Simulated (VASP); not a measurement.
**TiAl: single point with PBEsol**

The system is TiAl.

```
Ti Al
1.0
     2.91744    0.00000    0.00000
    -1.45872    2.48312    0.00000
     0.00000    0.00000    4.67808
Ti Al
1 1
Cartesian
  0.0000 0.0000 0.0000
  0.0000 1.6554 2.3390
```

This cell differs from its parent crystal: strain +0.0175 x Voigt [1, 0, 0, 0, 0, 0].

| Quantity | Value |
| --- | --- |
| Program | VASP 6.6.1 |
| Task | single point |
| Functional | PBEsol |
| Potentials or basis | VASP PAW PBE potentials, release 64 (Ti_sv, Al) |
| Cutoff | 520 eV |
| k mesh | 18 × 18 × 10 |
| Occupations | gaussian, width 0.15 eV |
| Spin | no spin polarisation |

```
Pressure      : -4.5 GPa
Largest force : 0.051 eV/Å
```

Forces on the atoms (eV/Å):
```
Ti   0.000 -0.051  0.000
Al   0.000  0.051  0.000
```

Stress tensor (GPa, compression positive):
```
-5.07  0.00  0.00
 0.00 -3.74  0.00
 0.00  0.00 -4.82
```

Levels at points of the mesh, in eV from the Fermi level:
```tsv
k point	band 4	band 5	band 6	band 7	band 8	band 9	band 10	band 11	band 12	band 13
(0.00, 0.00, 0.00)	-32.35	-8.82	-2.25	-1.75	1.14	1.36	2.65	2.70	3.91	12.44
(0.50, 0.00, 0.00)	-32.47	-3.70	-2.87	-1.50	-0.95	2.06	3.82	4.01	4.09	5.23
(0.00, 0.50, 0.00)	-32.50	-3.60	-2.71	-1.46	-0.93	1.96	3.87	4.01	4.21	5.41
(0.00, 0.00, 0.50)	-32.35	-7.92	-5.22	-0.38	1.16	1.37	2.57	2.63	6.85	10.91
(0.50, 0.00, 0.50)	-32.47	-3.65	-2.41	-1.79	0.44	0.93	1.87	2.90	3.83	6.35
(0.00, 0.50, 0.50)	-32.50	-3.54	-2.29	-1.79	0.60	0.99	1.74	2.97	3.87	6.47
```

Run time: 4.4 min on 1 thread of Intel(R) Xeon(R) 6975P-C (Granite Rapids), with other jobs on the host, peak memory 0.37 GiB.

Caveat: the cell differs from its parent crystal (strain +0.0175 x Voigt [1, 0, 0, 0, 0, 0]); the PAW data sets were made with another functional, which shifts forces and pressure a little.
